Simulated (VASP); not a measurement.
## SiO2: single point with LDA

Crystal: SiO2.

```xyz
24
Lattice="7.0503 0.0000 0.0000 0.0000 7.0503 0.0000 0.0000 0.0000 7.0503" Properties=species:S:1:pos:R:3 pbc="T T T"
Si    2.0006    2.0006    2.0006
Si    1.5246    5.0497    5.5257
Si    5.5257    1.5246    5.0497
Si    5.0497    5.5257    1.5246
Si    7.2059    7.2059    7.2059
Si    3.3696   -0.1556    3.6807
Si    3.6807    3.3696   -0.1556
Si   -0.1556    3.6807    3.3696
O     1.0770    1.0770    1.0770
O     2.4482    5.9733    4.6021
O     4.6021    2.4482    5.9733
O     5.9733    4.6021    2.4482
O     4.5060    4.6843    0.2673
O     6.0695    2.3660    3.7925
O     0.9808    5.8911    6.7830
O     2.5443    1.1592    3.2578
O     0.2673    4.5060    4.6843
O     3.7925    6.0695    2.3660
O     6.7830    0.9808    5.8911
O     3.2578    2.5443    1.1592
O     4.6843    0.2673    4.5060
O     2.3660    3.7925    6.0695
O     5.8911    6.7830    0.9808
O     1.1592    3.2578    2.5443
```

```json
{
  "Program": "VASP 6.6.1",
  "Task": "single point",
  "Functional": "LDA",
  "Potentials or basis": "VASP PAW LDA potentials, release 64 (Si, O)",
  "Cutoff": "520 eV",
  "k mesh": "4 × 4 × 4",
  "Occupations": "gaussian, width 0.02 eV",
  "Spin": "no spin polarisation"
}
```

```yaml
Pressure: 0.5 GPa
Largest_force: 0.046 eV/Å
Band_gap_on_the_k_mesh: 5.64 eV, indirect (least direct gap 5.64 eV)
```

Forces on the atoms (eV/Å):
```
Si   0.011  0.011  0.011
Si  -0.011 -0.011  0.011
Si   0.011 -0.011 -0.011
Si  -0.011  0.011 -0.011
Si   0.027  0.027  0.027
Si  -0.027 -0.027  0.027
Si   0.027 -0.027 -0.027
Si  -0.027  0.027 -0.027
O    0.007  0.007  0.007
O   -0.007 -0.007  0.007
O    0.007 -0.007 -0.007
O   -0.007  0.007 -0.007
O    0.004  0.010 -0.019
O   -0.004 -0.010 -0.019
O    0.004 -0.010  0.019
O   -0.004  0.010  0.019
O   -0.019  0.004  0.010
O   -0.019 -0.004 -0.010
O    0.019  0.004 -0.010
O    0.019 -0.004  0.010
O    0.010 -0.019  0.004
O   -0.010 -0.019 -0.004
O   -0.010  0.019  0.004
O    0.010  0.019 -0.004
```

Levels at points of the mesh, in eV from the valence-band top:
| k point | band 62 | band 63 | band 64 | band 65 | band 66 | band 67 |
| --- | --- | --- | --- | --- | --- | --- |
| (0.00, 0.00, 0.00) | -0.01 | -0.01 | -0.01 | 5.64 | 8.65 | 8.65 |
| (0.50, 0.00, 0.00) | -0.24 | -0.23 | -0.23 | 6.81 | 6.81 | 8.83 |
| (0.50, 0.50, 0.00) | -0.24 | -0.12 | -0.12 | 7.64 | 7.64 | 7.70 |
| (0.50, 0.50, 0.50) | 0.00 | 0.00 | 0.00 | 8.04 | 8.04 | 8.04 |

It took 7.6 min on 1 thread of Intel(R) Xeon(R) Platinum 8259CL CPU @ 2.50GHz (Skylake/Cascade Lake) (shared host), peak memory 0.41 GiB.

A k mesh can miss the band edges. Expect the measured gap to be larger: semilocal functionals such as LDA lack the derivative discontinuity.
